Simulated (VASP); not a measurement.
A run of VASP 6.6.1:

The input INCAR:

```
  PREC = Accurate
  ENCUT = 500
  EDIFF = 1E-6
  ISMEAR = -5
  SIGMA = 0.1
  LREAL = F
  LASPH = T
  NELM = 200
  ALGO = Normal
  ISIF = 2
  LWAVE = F
  LCHARG = F
  ISPIN = 2
  MAGMOM = -2
  LORBIT = 11
  GGA = PE
  NBANDS = 10
  GGA_COMPAT = F
```

The input KPOINTS:

```
Automatic mesh
0
Gamma
  8 8 22
```

The input POSCAR:

```
H
1.0
    2.6496387389      0.0000000000      0.0000000000
    0.0000000000      2.6496387389      0.0000000000
    0.0000000000      0.0000000000      0.9804929200
H
1
Direct
    0.0000000000      0.0000000000      0.5000000000
```

Potentials or basis: VASP PAW PBE potentials, release 64 (H).

Run with:

```console
$ cat potpaw_PBE.64/H/POTCAR > POTCAR
$ mpirun -np 1 vasp_std > vasp.out
```

Hardware: 1 thread of Intel Xeon 8259CL, on a shared host.

**Question.** How long does it take, and how much memory?

**Answer.** It took 53 s on 1 thread of Intel Xeon 8259CL, with other jobs on the host, peak memory 0.13 GiB. Counts: scf iterations 15, k points 180.
